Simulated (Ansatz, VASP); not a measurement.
## MgH2: VASP beside Ansatz

The input INCAR:

```
PREC = Accurate
ENCUT = 600
EDIFF = 1E-6
ISMEAR = 0
SIGMA = 0.05
LREAL = False
LASPH = True
NELM = 120
ALGO = Normal
ISIF = 2
LWAVE = False
LCHARG = False
GGA = PE
NBANDS = 9
GGA_COMPAT = False
```

KPOINTS

```
Automatic mesh
0
Gamma
  14 14 14
```

POSCAR

```
MgH2
1.0
    0.0000000000      2.3810671700      2.3810671700
    2.3810671700      0.0000000000      2.3810671700
    2.3810671700      2.3810671700      0.0000000000
Mg H
1 2
Direct
    0.0000000000      0.0000000000      0.0000000000
    0.7500000000      0.7500000000      0.7500000000
    0.2500000000      0.2500000000      0.2500000000
```

Input for Ansatz:

```yaml
crystal:
  lattice:
    - [0.0, 2.38106717, 2.38106717]
    - [2.38106717, 0.0, 2.38106717]
    - [2.38106717, 2.38106717, 0.0]
  atoms:
    - { symbol: Mg, position: [0.0, 0.0, 0.0] }
    - { symbol: H, position: [0.75, 0.75, 0.75] }
    - { symbol: H, position: [0.25, 0.25, 0.25] }
basis:
  ecutwfc: 420
kpoints:
  mp_grid: { grid: [14, 14, 14] }
hamiltonian:
  xc: pbe
scf:
  occupations: { method: gaussian, width: 0.05 }
output:
  forces: true
  eigenvalues: true
  eigenstates:
    nscf_kmesh: { grid: [34, 34, 34] }
    top_band: c6
    de_dk: true
    localisation: true
  stress: true
checkpoint:
  write: ck
  compress: false
  write_wavefunctions: false
  write_every: 100000
```

Alike in both runs: task single point; functional PBE; k mesh 14 × 14 × 14; occupations gaussian, width 0.05 eV; no spin polarisation.

```csv
,VASP,Ansatz
version,VASP 6.6.1,Ansatz 0.2.0
potentials or method,"VASP PAW PBE potentials, release 64 (Mg, H), cutoff 600 eV","scalar-relativistic, plane waves, PAW"
valence electrons in the cell,4,12
```

Ansatz gave:

- pressure (GPa): -0.2

Question: Which values does VASP return?

Answer: Pressure (GPa): -0.5.

VASP's potentials hold 4 valence electrons a cell and Ansatz's 12, so a difference there can come from the potentials and not from the codes.
